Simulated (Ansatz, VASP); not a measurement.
## Ag in VASP and in Ansatz

The input INCAR:

```
SYSTEM = Ag
ALGO = Fast
EDIFF = 1E-6
ENCUT = 520
GGA = PE
ISIF = 2
ISMEAR = 0
LASPH = .TRUE.
LCHARG = .FALSE.
LREAL = .FALSE.
LWAVE = .FALSE.
NBANDS = 18
NELM = 100
PREC = Accurate
SIGMA = 0.15
```

Contents of KPOINTS:

```
k-points
0
G
  18 18 10
  0 0 0
```

POSCAR

```
Ag
1.0
    2.9299980804      0.0000000000      0.0000000000
   -1.4649990402      2.5374527707      0.0000000000
    0.0000000000      0.0000000000      4.7900000000
Ag
2
Direct
    0.1127153862      0.4302090636      0.2500000000
    0.6666666667      0.3333333333      0.7500000000
```

Input for Ansatz:

```yaml
crystal:
  lattice:
    - [2.9299980804, 0.0, 0.0]
    - [-1.4649990402, 2.5374527707, 0.0]
    - [0.0, 0.0, 4.79]
  atoms:
    - { symbol: Ag, position: [0.1127153862, 0.4302090636, 0.25] }
    - { symbol: Ag, position: [0.6666666667, 0.3333333333, 0.75] }
basis:
  ecutwfc: 420
kpoints:
  mp_grid: { grid: [18, 18, 10] }
hamiltonian:
  xc: pbe
scf:
  occupations: { method: gaussian, width: 0.15 }
output:
  forces: true
  stress: true
  eigenvalues: true
```

Alike in both runs: task single point; functional PBE; k mesh 18 × 18 × 10; occupations gaussian, width 0.15 eV; no spin polarisation.

```csv
,VASP,Ansatz
version,VASP 6.6.1,Ansatz 0.2.0
potentials or method,"VASP PAW PBE potentials, release 64 (Ag), cutoff 520 eV","scalar-relativistic, plane waves, PAW"
valence electrons in the cell,22,38
```

```tsv
	VASP	Ansatz	Ansatz less VASP
gap on the k mesh at the Fermi level (eV)	none	none	-
pressure (GPa)	2.9	2.9	+0.07
traceless stress, the component that is largest in VASP (GPa)	5.48	5.53	+0.054
rms of the force components (eV/Å)	0.346	0.349	+0.0028
```

Atom by atom the forces differ by 0.003 eV/Å (rms over components). A gap of «none» marks a metal or a gap that the smearing closes. VASP's potentials hold 22 valence electrons a cell and Ansatz's 38, so a difference there can come from the potentials and not from the codes.
